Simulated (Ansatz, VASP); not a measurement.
# One calculation of Si, two programs

File INCAR:

```
  AGGAC = 1.0
  AGGAX = 1.0
  ALDAC = 0.0
  ALDAX = 1.0
  ALGO = Normal
  EDIFF = 1E-6
  ENCUT = 520
  GGA = B5
  ISIF = 2
  ISMEAR = -1
  LASPH = T
  LCHARG = T
  LELF = T
  LREAL = F
  LVHAR = T
  LWAVE = F
  NBANDS = 8
  NELM = 80
  PREC = Accurate
  SIGMA = 0.1
```

Contents of KPOINTS:

```
k-points
0
Gamma
  15 15 15
```

File POSCAR:

```
Si
1.0
    0.0000000000      2.0775035287      2.0775035287
    2.0775035287      0.0000000000      2.0775035287
    2.0775035287      2.0775035287      0.0000000000
Si
1
Direct
    0.0000000000      0.0000000000      0.0000000000
```

Input for Ansatz:

```yaml
crystal:
  lattice:
    - [0.0, 2.0775035287, 2.0775035287]
    - [2.0775035287, 0.0, 2.0775035287]
    - [2.0775035287, 2.0775035287, 0.0]
  atoms:
    - { symbol: Si, position: [0.0, 0.0, 0.0] }
hamiltonian:
  xc: blyp
  pseudopotentials:
    kind: paw
    azcp:
      Si: "pseudopotentials/Si.paw.azcp"
basis:
  ecutwfc: 420
  fft_grid_basis: typed
kpoints:
  mp_grid: { grid: [15, 15, 15], shift: [0, 0, 0] }
magnetization:
  spin_polarized: false
scf:
  occupations: { method: fermi_dirac, width: 0.1 }
  lower_state_search: "off"
output:
  stress: true
  write_density: true
  write_potential: true
  elf: true
  volumetric_format: npy
```

Alike in both runs: task single point; functional BLYP; k mesh 15 × 15 × 15; occupations fermi-dirac, width 0.1 eV; no spin polarisation.

```csv
,VASP,Ansatz
version,VASP 6.6.1,Ansatz 0.2.0
potentials or method,"VASP PAW PBE potentials, release 64 (Si), cutoff 520 eV","plane waves (420 eV) with PAW, scalar-relativistic"
valence electrons in the cell,4,4
```

VASP gave:

* pressure (GPa): -3.1

Question: Estimate Ansatz's values.

Answer: Pressure (GPa): -3.3.

VASP's potentials were made for PBE, not for BLYP. With one functional, cell and mesh, what is left measures potentials, basis and numerics.
